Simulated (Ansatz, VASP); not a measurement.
## One calculation of Ge, two programs

```
Ge
1.0
    -2.57449    2.57449    1.39741
     2.57449   -2.57449    1.39741
     2.57449    2.57449   -1.39741
Ge
2
Direct
  0.25000 0.75000 0.50000
  0.50000 0.50000 0.00000
```

Alike in both runs: task single point; functional PBEsol; k mesh 13 × 13 × 13; no spin polarisation.

```csv
,VASP,Ansatz
version,VASP 6.6.1,Ansatz 0.2.0
potentials or method,"VASP PAW PBE potentials, release 64 (Ge_d)","plane waves, PAW"
plane-wave cutoff (eV),520,420
occupations,"gaussian, width 0.1 eV",gaussian
valence electrons in the cell,28,28
```

|  | VASP | Ansatz | Ansatz less VASP |
| --- | --- | --- | --- |
| pressure (GPa) | -0.8 | -0.8 | +0.06 |
| traceless stress, the component that is largest in VASP (GPa) | 0.99 | 0.96 | -0.025 |

VASP's potentials were made for PBE, not for PBEsol.
